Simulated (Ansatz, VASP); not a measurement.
One calculation of AlB2P3, two programs

```
Al B P
1.0
     2.82967    0.00000    0.00000
     0.00000    2.82967    0.00000
     0.00000    0.00000   11.14622
Al B P
1 2 3
Direct
  0.50000 0.50000 0.16024
  0.00000 0.00000 0.03445
  0.50000 0.50000 0.35305
  0.00000 0.00000 0.60158
  0.00000 0.00000 0.40365
  0.50000 0.50000 0.94703
```

Change from the starting cell: species swapped into the MnAl2Cr3 type (P4mm, No. 99).

Alike in both runs: functional PBE; k mesh 6 × 6 × 2; occupations gaussian, width 0.1 eV; no spin polarisation.

Ansatz relaxed the structure, and its values are those at the end. VASP's run is a single point on that final structure, the one shown.

|  | VASP | Ansatz |
| --- | --- | --- |
| version | VASP 6.6.1 | Ansatz 0.2.0 |
| potentials or method | VASP PAW PBE potentials, release 64 (Al, B, P), cutoff 520 eV | scalar-relativistic, plane waves, PAW |
| valence electrons in the cell | 24 | 24 |

|  | VASP | Ansatz | Ansatz less VASP |
| --- | --- | --- | --- |
| gap on the k mesh at the Fermi level (eV) | none | none | - |
| pressure (GPa) | -0.2 | 0.0 | +0.20 |
| rms of the force components (eV/Å) | 0.017 | 0.004 | -0.0133 |

A gap of «none» marks a metal or a gap that the smearing closes. The functional is the same, so the differences come from potentials, cutoffs and numerics.

The k mesh is coarse, so the values compare programs but aren't converged.
